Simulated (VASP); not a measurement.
The system is MnRu.

```xyz
2
Lattice="2.6252 0.0000 0.0000 -1.3126 2.2735 0.0000 0.0000 0.0000 4.0655" Properties=species:S:1:pos:R:3 pbc="T T T"
Mn    1.3126    0.7578    2.0328
Ru    0.0000    1.5157    0.0000
```

Base run:

| Quantity | Value |
| --- | --- |
| Program | VASP 6.6.1 |
| Functional | LDA |
| Potentials or basis | VASP PAW LDA potentials, release 64 (Mn_pv, Ru_pv) |
| Cutoff | 520 eV |
| k mesh | 13 × 13 × 8 |
| Occupations | fermi-dirac, width 0.1 eV |
| Spin | collinear spin, ferromagnetic start |
| Starting moments | [1.83, 0.11] μB |
| Fixed moment | 1.9 μB |

Its results: pressure -1.0 GPa; site moments Mn +1.66; Ru +0.14 μB.

**Question.** The run is repeated on the same cell with these changes: fixed moment from 1.9 μB to 2.9 μB; moments at the start from [1.83, 0.11] to [2.73, 0.23]. What comes out?

**Answer.** Pressure 9.8 GPa; site moments Mn +2.48; Ru +0.26 μB.

Caveats: the total moment is fixed, so each spin has its own Fermi level; the cell stands under pressure (at least some runs).
